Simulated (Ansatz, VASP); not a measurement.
# AgCl: VASP beside Ansatz

```
Ag Cl
1.0
     3.43397   -0.05151   -0.05151
    -0.05151    3.43397   -0.05151
    -0.05151   -0.05151    3.43397
Ag Cl
1 1
Direct
  0.00000 0.00000 0.00000
  0.50000 0.50000 0.50000
```

Change from the starting cell: equal xy, yz and zx shear strains of -3 %, crystal datasets.

Alike in both runs: task electric field gradients; functional PBEsol; k mesh 9 × 9 × 9; occupations fermi-dirac, width 0.01 eV; no spin polarisation.

|  | VASP | Ansatz |
| --- | --- | --- |
| version | VASP 6.6.1 | Ansatz 0.2.0 |
| potentials or method | VASP PAW PBE potentials, release 64 (Ag, Cl), cutoff 520 eV | all-electron PAW with datasets made for the crystal, scalar-relativistic |

VASP gave:

```
pressure (GPa)                                                : -4.6
traceless stress, the component that is largest in VASP (GPa) : -0.46
size of Vzz on the site where it differs most (V/Å²)          : 13.8
```

Task: Estimate Ansatz's values.

Result: Pressure (GPa): -4.5; traceless stress, the component that is largest in VASP (GPa): -0.45; size of Vzz on the site where it differs most (V/Å²): 12.1.

VASP's potentials were made for PBE, not for PBEsol. Ansatz ran all-electron here, and VASP with PAW potentials.
